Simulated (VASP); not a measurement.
# AlN (P1) in VASP: single point with PBE

Aim: the single point of AlN with PBE.

Everything below comes from runs of VASP 6.6.1. Logs are shortened: lines on timing, memory, paths and dates and some standing lists are left out, and cuts for length are marked.

## (1) The cell of the first run

The typed cell holds 8 atoms: a = 3.130 Å, b = 5.018 Å, c = 5.422 Å, α = 90.00°, β = 90.00°, γ = 90.00°.

## (2) Single point, PBE (atom 6 moved 0.75 Å)

Contents of INCAR:

```
PREC     = Accurate       # precision mode
ENCUT    = 600            # plane-wave cutoff, eV
EDIFF    = 1E-6           # SCF threshold, eV
ISMEAR   = 0              # smearing method
SIGMA    = 0.05           # smearing width, eV
LREAL    = False          # projectors in reciprocal space
LASPH    = True           # aspherical terms in the spheres
NELM     = 120            # most SCF steps
ALGO     = Normal         # electronic algorithm
ISIF     = 2              # what is computed and relaxed
LWAVE    = False          # write WAVECAR
LCHARG   = False          # write CHGCAR
GGA      = PE             # functional
NBANDS   = 26             # bands
GGA_COMPAT= False
```

Contents of KPOINTS:

```
Automatic mesh
0
Gamma
  8 4 4
```

Contents of POSCAR:

```
AlN
1.0
   -3.1302395626      0.0000000000      0.0000000000
    0.0000000000      0.0000000000     -5.0179796547
    0.0000000000     -5.4217339622      0.0000000000
Al N
4 4
Direct
    0.5234193132      1.0088376099      0.1621348533
    0.0234193132      1.0088376099      0.6621348533
    0.0234193132      0.5088376099      0.3288015199
    0.5234193132      0.5088376099      0.8288015199
    0.5234193132      0.6272950449      0.1621348533
   -0.1639351922      0.5427644257      0.6983893608
    0.0234193132      0.1272950449      0.3288015199
    0.5234193132      0.1272950449      0.8288015199
```

Potentials or basis: VASP PAW PBE potentials, release 64 (Al, N).

Launch:

```
cat potpaw_PBE.64/Al/POTCAR potpaw_PBE.64/N/POTCAR > POTCAR
mpirun -np 1 vasp_std > vasp.out
```

OUTCAR:

```text
PREC = Accurate
   ENCUT = 600
   EDIFF = 1E-6
   ISMEAR = 0
   LREAL = False
   LASPH = True
   NELM = 120
   ISIF = 2
   GGA = PE

 ion  position               nearest neighbor table
   1  0.523  0.009  0.162-   7 1.90   7 1.90   8 1.90   5 1.91   3 3.09   3 3.09   3 3.09   3 3.09
                             4 3.09   4 3.09   2 3.13   2 3.13   2 3.13   2 3.13
   2  0.023  0.009  0.662-   8 1.90   8 1.90   7 1.90   6 2.42   4 3.09   4 3.09   4 3.09   4 3.09
                             3 3.09   3 3.09   1 3.13   1 3.13   1 3.13   1 3.13
   3  0.023  0.509  0.329-   5 1.90   5 1.90   7 1.91   6 2.09   1 3.09   1 3.09   1 3.09   1 3.09
                             2 3.09   2 3.09   4 3.13   4 3.13   4 3.13   4 3.13
   4  0.523  0.509  0.829-   6 1.22   5 1.90   8 1.91   6 2.27   2 3.09   2 3.09   2 3.09   2 3.09
                             1 3.09   1 3.09   3 3.13   3 3.13   3 3.13   3 3.13
   5  0.523  0.627  0.162-   3 1.90   3 1.90   4 1.90   1 1.91
   6  0.836  0.543  0.698-   4 1.22   3 2.09   4 2.27   2 2.42
   7  0.023  0.127  0.329-   1 1.90   1 1.90   2 1.90   3 1.91
   8  0.523  0.127  0.829-   2 1.90   2 1.90   1 1.90   4 1.91

 -----------------------------------------------------------------------------
|                                                                             |
|           W    W    AA    RRRRR   N    N  II  N    N   GGGG   !!!           |
|           W    W   A  A   R    R  NN   N  II  NN   N  G    G  !!!           |
|           W    W  A    A  R    R  N N  N  II  N N  N  G       !!!           |
|           W WW W  AAAAAA  RRRRR   N  N N  II  N  N N  G  GGG   !            |
|           WW  WW  A    A  R   R   N   NN  II  N   NN  G    G                |
|           W    W  A    A  R    R  N    N  II  N    N   GGGG   !!!           |
|                                                                             |
|     The distance between some ions is very small. Please check the          |
|     nearest-neighbor list in the OUTCAR file.                               |
|     I HOPE YOU KNOW WHAT YOU ARE DOING!                                     |
|                                                                             |
 -----------------------------------------------------------------------------

  LATTYP: Found a simple orthorhombic cell.
 ALAT       =     3.1302395626
 B/A-ratio  =     1.6030656933
 C/A-ratio  =     1.7320508075

  Lattice vectors:

 A1 = (  -3.1302395626,   0.0000000000,   0.0000000000)
 A2 = (   0.0000000000,   0.0000000000,  -5.0179796547)
 A3 = (   0.0000000000,  -5.4217339622,   0.0000000000)

Analysis of symmetry for initial positions (statically):
=====================================================================
 Subroutine PRICEL returns:
 Original cell was already a primitive cell.

 Routine SETGRP: Setting up the symmetry group for a
 simple orthorhombic supercell.

 Subroutine GETGRP returns: Found  1 space group operations
 (whereof  1 operations were pure point group operations)
 out of a pool of  8 trial point group operations.

The static configuration has the point symmetry C_1 .

Analysis of symmetry for dynamics (positions and initial velocities):
=====================================================================
 Subroutine PRICEL returns:
 Original cell was already a primitive cell.

 Routine SETGRP: Setting up the symmetry group for a
 simple orthorhombic supercell.

 Subroutine GETGRP returns: Found  1 space group operations
 (whereof  1 operations were pure point group operations)
 out of a pool of  8 trial point group operations.

The dynamic configuration has the point symmetry C_1 .

 Subroutine INISYM returns: Found  1 space group operations
 (whereof  1 operations are pure point group operations),
 and found     1 'primitive' translations

----------------------------------------------------------------------------------------

                                     Primitive cell

  volume of cell :      85.1618

  direct lattice vectors                    reciprocal lattice vectors
    -3.130239563  0.000000000  0.000000000    -0.319464367  0.000000000  0.000000000
     0.000000000  0.000000000 -5.017979655     0.000000000  0.000000000 -0.199283391
     0.000000000 -5.421733962  0.000000000     0.000000000 -0.184442838  0.000000000

  length of vectors
     3.130239563  5.017979655  5.421733962     0.319464367  0.199283391  0.184442838

  position of ions in fractional coordinates (direct lattice)
     0.523419313  0.008837610  0.162134853
     0.023419313  0.008837610  0.662134853
     0.023419313  0.508837610  0.328801520
     0.523419313  0.508837610  0.828801520
     0.523419313  0.627295045  0.162134853
     0.836064808  0.542764426  0.698389361
     0.023419313  0.127295045  0.328801520
     0.523419313  0.127295045  0.828801520

  ion indices of the primitive-cell ions
   primitive index   ion index
                 1           1
                 2           2
                 3           3
                 4           4
                 5           5
                 6           6
                 7           7
                 8           8

----------------------------------------------------------------------------------------

 KPOINTS: Automatic mesh

Automatic generation of k-mesh.
 Grid dimensions read from file:
 generate k-points for:    8    4    4

 Generating k-lattice:

  Cartesian coordinates                     Fractional coordinates (reciprocal lattice)
    -0.039933046  0.000000000  0.000000000     0.125000000  0.000000000  0.000000000
     0.000000000  0.000000000 -0.049820848     0.000000000  0.250000000  0.000000000
     0.000000000 -0.046110710  0.000000000     0.000000000  0.000000000  0.250000000

  Length of vectors
     0.039933046  0.049820848  0.046110710

  Shift w.r.t. Gamma in fractional coordinates (k-lattice)
     0.000000000  0.000000000  0.000000000

 Subroutine IBZKPT returns following result:
 ===========================================

 Found     68 irreducible k-points:

 Following reciprocal coordinates:
            Coordinates               Weight
  0.000000  0.000000  0.000000      1.000000
  0.125000  0.000000  0.000000      2.000000
  0.250000  0.000000  0.000000      2.000000
  0.375000  0.000000  0.000000      2.000000
  0.500000  0.000000  0.000000      1.000000
  0.000000  0.250000  0.000000      2.000000
[... 16 lines left out ...]
  0.250000  0.000000 -0.250000      2.000000
  0.375000  0.000000  0.250000      2.000000
 [... further k-points ...]
   k-points           NKPTS =     68   k-points in BZ     NKDIM =     68   number of bands    NBANDS=     26
   number of dos      NEDOS =    301   number of ions     NIONS =      8
   total plane-waves  NPLWV =  53760
   dimension x,y,z NGX =    28 NGY =   40 NGZ =   48
   dimension x,y,z NGXF=    56 NGYF=   80 NGZF=   96
   ions per type =               4   4
   NGX,Y,Z   is equivalent  to a cutoff of  14.87, 13.25, 14.72 a.u.
   NGXF,Y,Z  is equivalent  to a cutoff of  29.74, 26.50, 29.44 a.u.
 SYSTEM =  unknown system
   PREC   = accura    normal or accurate (medium, high low for compatibility)
   ISTART =      0    job   : 0-new  1-cont  2-samecut
   ICHARG =      2    charge: 1-file 2-atom 10-const
   ISPIN  =      1    spin polarized calculation?
   LNONCOLLINEAR =      F non collinear calculations
   LSORBIT =      F    spin-orbit coupling
   LASPH  =      T    aspherical Exc in radial PAW
   ENCUT  =  600.0 eV  44.10 Ry    6.64 a.u.   6.25 10.02 10.83*2*pi/ulx,y,z
   NELM   =    120;   NELMIN=  2; NELMDL= -5     # of ELM steps
   EDIFF  = 0.1E-05   stopping-criterion for ELM
   LREAL  =      F    real-space projection
[... 7 lines left out ...]
   TEBEG  =    0.0;   TEEND  =   0.0 temperature during run
   PSTRESS=    0.0 pullay stress
   NELECT =      32.0000    total number of electrons
   NUPDOWN=      -1.0000    fix difference up-down
   EMIN   =  10.00;   EMAX   =-10.00  energy-range for DOS
   EFERMI =   0.00;   METHOD = LEGACY
   ISMEAR =     0;   SIGMA  =   0.05  broadening in eV -4-tet -1-fermi 0-gaus
   EFERMI_NEDOS =   21; number of points for ismear=-14 and -15
   IALGO  =     38    algorithm
   IMIX   =      4    mixing-type and parameters
     AMIX     =   0.40;   BMIX     =  1.00
     AMIX_MAG =   1.60;   BMIX_MAG =  1.00
  volume/ion in A,a.u.               =      10.65        71.84
  Fermi-wavevector in a.u.,A,eV,Ry     =   1.181345  2.232418 18.987951  1.395575
  Thomas-Fermi vector in A             =   2.317620
   LORBIT       =      0    0 simple, 1 ext, 2 COOP (PROOUT), +10 PAW based schemes
   GGA     = PE    functional components
   LHFCALC =     F    Hartree Fock is set to
   AEXX    =    0.0000 exact exchange contribution
   IVDW    =     0    specifies the selected vdW correction
   LEPSILON=     F    determine dielectric tensor
   LRPA    =     F    only Hartree local field effects (RPA)
 non-spin polarized calculation
 Gauss-broadening in eV      SIGMA  =   0.05
  energy-cutoff  :      600.00
  volume of cell :       85.16
 maximum number of plane-waves:      2864
 NGX is ok and might be reduce to    28
   NGX = 13   NGY = 21   NGZ = 21

 number of electron      32.0000001 magnetization

 Free energy of the ion-electron system (eV)
  ---------------------------------------------------
  ext. energy  EPLUGINS =         0.00000000
  ---------------------------------------------------
  free energy    TOTEN  =       -47.12649246 eV

  energy without entropy =      -47.12649246  energy(sigma->0) =      -47.12649246

 E-fermi :   6.5763     XC(G=0): -10.8019

 val. band max:        6.3692790757   @ k =   0.0000   0.0000   0.0000
 cond. band min:       9.3518791896   @ k =   0.0000   0.0000   0.0000
 fundamental gap:      2.9826001140
 Fermi energy:         6.5763431056

 k-point     1 :       0.0000    0.0000    0.0000
  band No.  band energies     occupation
      1      -9.1260      2.00000
      2      -7.2785      2.00000
      3      -7.0327      2.00000
      4      -6.1662      2.00000
      5       0.0980      2.00000
      6       0.4358      2.00000
[... 18 lines left out ...]
     25      16.8952      0.00000
     26      17.3926      0.00000

 k-point     2 :       0.1250    0.0000    0.0000
  band No.  band energies     occupation
      1      -8.9832      2.00000
      2      -7.1915      2.00000
      3      -6.9664      2.00000
      4      -6.1386      2.00000
      5       0.2692      2.00000
      6       0.5860      2.00000
[... 18 lines left out ...]
     25      16.8599      0.00000
     26      17.2489      0.00000

 k-point     3 :       0.2500    0.0000    0.0000
  band No.  band energies     occupation
      1      -8.5801      2.00000
      2      -6.9866      2.00000
      3      -6.8107      2.00000
      4      -6.0854      2.00000
      5       0.7599      2.00000
      6       0.9738      2.00000
[... 572 lines left out ...]
 k-point    23 :       0.2500    0.0000   -0.2500
  band No.  band energies     occupation
      1      -8.3953      2.00000
      2      -7.3874      2.00000
      3      -6.7029      2.00000
      4      -6.0411      2.00000
      5       0.8869      2.00000
      6       1.2457      2.00000
[... 18 lines left out ...]
     25      16.3057      0.00000
     26      17.0773      0.00000

 k-point    24 :       0.3750    0.0000    0.2500
  band No.  band energies     occupation
      1      -7.9066      2.00000
      2      -6.9953      2.00000
      3      -6.6567      2.00000
      4      -6.0689      2.00000
      5       0.9820      2.00000
      6       1.3375      2.00000
[... 18 lines left out ...]
     25      16.0128      0.00000
     26      16.8478      0.00000

 [... further k-points ...]

------------------------ aborting loop because EDIFF is reached ----------------------------------------

  FORCE on cell =-STRESS in cart. coord.  units (eV):
  Direction    XX          YY          ZZ          XY          YZ          ZX
  --------------------------------------------------------------------------------------
  -------------------------------------------------------------------------------------
  Total       38.6151378     19.9164966      1.6875087    -30.9615826     -5.5626441      7.1343914
  in kB      726.4797202    374.6958236     31.7476756   -582.4907843   -104.6519147    134.2217310
  external PRESSURE =     377.6410731 kB  Pullay stress =       0.0000000 kB

 VOLUME and BASIS-vectors are now :
 -----------------------------------------------------------------------------
  energy-cutoff  :      600.00
  volume of cell :       85.16
      direct lattice vectors                 reciprocal lattice vectors
    -3.130239563  0.000000000  0.000000000    -0.319464367  0.000000000  0.000000000
     0.000000000  0.000000000 -5.017979655     0.000000000  0.000000000 -0.199283391
     0.000000000 -5.421733962  0.000000000     0.000000000 -0.184442838  0.000000000

 POSITION                                       TOTAL-FORCE (eV/Angst)
 -----------------------------------------------------------------------------------
     -1.63843     -0.87905     -0.04435         0.058011      0.313756      0.095495
     -0.07331     -3.58992     -0.04435         0.696568     -0.539661     -0.587330
     -0.07331     -1.78267     -2.55334         0.770290     -1.109157      0.426220
     -1.63843     -4.49354     -2.55334        43.336100    -30.829991      8.585230
     -1.63843     -0.87905     -3.14775         0.569589     -0.832560     -0.096661
     -2.61708     -3.78648     -2.72358       -46.353604     33.486501    -11.496694
     -0.07331     -1.78267     -0.63876        -0.197899     -0.007834      0.726652
     -1.63843     -4.49354     -0.63876         1.120944     -0.481055      2.347088
 -----------------------------------------------------------------------------------
    total drift:                               -0.001013      0.000547      0.001425

  FREE ENERGIE OF THE ION-ELECTRON SYSTEM (eV)
  ---------------------------------------------------
  free  energy   TOTEN  =       -47.1264924580 eV

  energy  without entropy=      -47.1264924580  energy(sigma->0) =      -47.12649246
```

Wall time 2.5 min (1 thread of AMD EPYC 7R43 (Zen 3), shared host); peak memory 0.26 GiB.

Results:

```
Free energy            : -47.1265 eV
Pressure               : 37.8 GPa
Largest force          : 58.328 eV/Å
Band gap on the k mesh : 2.98 eV, direct
```

Forces in eV/Å, atoms in the order of the input:
```
Al    0.058   0.314   0.095
Al    0.697  -0.540  -0.587
Al    0.770  -1.109   0.426
Al   43.336 -30.830   8.585
N     0.570  -0.833  -0.097
N   -46.354  33.487 -11.497
N    -0.198  -0.008   0.727
N     1.121  -0.481   2.347
```

Stress tensor (GPa, compression positive):
```
 72.65 -58.25  13.42
-58.25  37.47 -10.47
 13.42 -10.47   3.17
```

Levels at points of the mesh, in eV from the valence-band top:
```tsv
k point	band 12	band 13	band 14	band 15	band 16	band 17	band 18	band 19	band 20	band 21
(0.00, 0.00, 0.00)	-1.18	-1.09	-0.96	-0.57	0.00	2.98	5.02	5.82	6.12	6.31
(0.50, 0.00, 0.00)	-2.76	-2.37	-2.27	-1.52	-0.91	4.38	5.12	5.84	6.54	7.20
(0.00, 0.50, 0.00)	-1.56	-1.15	-1.00	-0.90	-0.78	4.08	5.25	5.47	5.69	7.43
(0.50, 0.50, 0.00)	-2.62	-1.66	-1.52	-1.14	-0.52	4.22	4.97	5.92	6.73	6.99
(0.00, 0.00, 0.50)	-1.66	-1.06	-0.94	-0.91	-0.04	4.27	4.67	6.50	6.74	7.20
(0.50, 0.00, 0.50)	-2.54	-2.31	-1.37	-1.18	-0.97	4.23	5.04	5.41	5.70	6.45
(0.00, 0.50, 0.50)	-1.69	-1.58	-1.45	-1.11	-0.99	4.56	5.45	5.88	6.52	7.22
(0.50, 0.50, 0.50)	-1.87	-1.83	-1.75	-1.43	-0.76	3.87	4.35	4.92	5.58	7.15
```

Caveat: the cell differs from its parent crystal (atom 6 moved 0.75 Å); forces of over 1 eV/Å act on the atoms, so gaps and moduli don't describe the material at rest. A k mesh can miss the band edges.
